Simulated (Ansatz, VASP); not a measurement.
## One calculation of Na, two programs

Contents of POSCAR:

```
Na
1.0
   -2.1063837058      2.1063837058      2.1063837058
    2.1063837058     -2.1063837058      2.1063837058
    2.1063837058      2.1063837058     -2.1063837058
Na
1
Direct
    0.0000000000      0.0000000000      0.0000000000
```

INCAR.step1

```
SYSTEM = Na
PREC     = Accurate       ! precision mode
ENCUT    = 600            ! plane-wave cutoff, eV
ISMEAR   = 0              ! smearing method
SIGMA    = 0.1            ! smearing width, eV
LREAL    = .FALSE.        ! projectors in reciprocal space
LASPH    = .TRUE.         ! aspherical terms in the spheres
NELM     = 100            ! most SCF steps
GGA      = PE             ! functional
ALGO     = Normal         ! electronic algorithm
EDIFF    = 1E-4           ! SCF threshold, eV
LWAVE    = .TRUE.         ! write WAVECAR
LCHARG   = .FALSE.        ! write CHGCAR
```

File INCAR.step2:

```
SYSTEM = Na
PREC     = Accurate       ! precision mode
ENCUT    = 600            ! plane-wave cutoff, eV
EDIFF    = 1E-6           ! SCF threshold, eV
ISMEAR   = 0              ! smearing method
SIGMA    = 0.1            ! smearing width, eV
LREAL    = .FALSE.        ! projectors in reciprocal space
LASPH    = .TRUE.         ! aspherical terms in the spheres
NELM     = 100            ! most SCF steps
ALGO     = Normal         ! electronic algorithm
ISIF     = 3              ! what is computed and relaxed
LWAVE    = .FALSE.        ! write WAVECAR
LCHARG   = .FALSE.        ! write CHGCAR
METAGGA  = R2SCAN         ! meta-GGA
LMIXTAU  = .TRUE.       
IBRION   = 2              ! ionic algorithm
NSW      = 80             ! ionic steps
EDIFFG   = -0.01          ! ionic threshold
ISTART   = 1
```

File KPOINTS:

```
regular mesh
0
G
  14 14 14
  0 0 0
```

Input for Ansatz:

```yaml
crystal:
  lattice:
    - [-2.106383629, 2.106383629, 2.106383629]
    - [2.106383629, -2.106383629, 2.106383629]
    - [2.106383629, 2.106383629, -2.106383629]
  atoms:
    - { symbol: Na, position: [0.0, 0.0, 0.0] }
basis:
  ecutwfc: 500
kpoints:
  mp_grid: { grid: [14, 14, 14] }
hamiltonian:
  xc: r2scan
scf:
  occupations: { method: gaussian, width: 0.1 }
output:
  forces: true
  stress: true
  eigenvalues: true
relax:
  adjacent_minimum: "off"
  f_tol: 0.01
  max_steps: 60
  cell: { stress_tol: 0.1 }
```

Alike in both runs: task relaxation of cell and atoms; functional r2SCAN; k mesh 14 × 14 × 14; occupations gaussian, width 0.1 eV; no spin polarisation.

```csv
,VASP,Ansatz
version,VASP 6.6.1,Ansatz 0.2.0
potentials or method,"VASP PAW PBE potentials, release 64 (Na_pv), cutoff 600 eV","scalar-relativistic, plane waves, PAW"
valence electrons in the cell,7,9
```

|  | VASP | Ansatz | Ansatz less VASP |
| --- | --- | --- | --- |
| gap on the k mesh at the Fermi level, each at its own relaxed structure (eV) | none | none | - |
| relaxed volume (Å³/atom) | 37.68 | 37.38 | -0.295 |
| relaxed length of the cell vector where the two differ most in proportion (Å) | 3.658 | 3.648 | -0.0096 |

VASP's potentials were made for PBE, not for r2SCAN. A gap of «none» marks a metal or a gap that the smearing closes. VASP's potentials hold 7 valence electrons a cell and Ansatz's 9, so a difference there can come from the potentials and not from the codes.
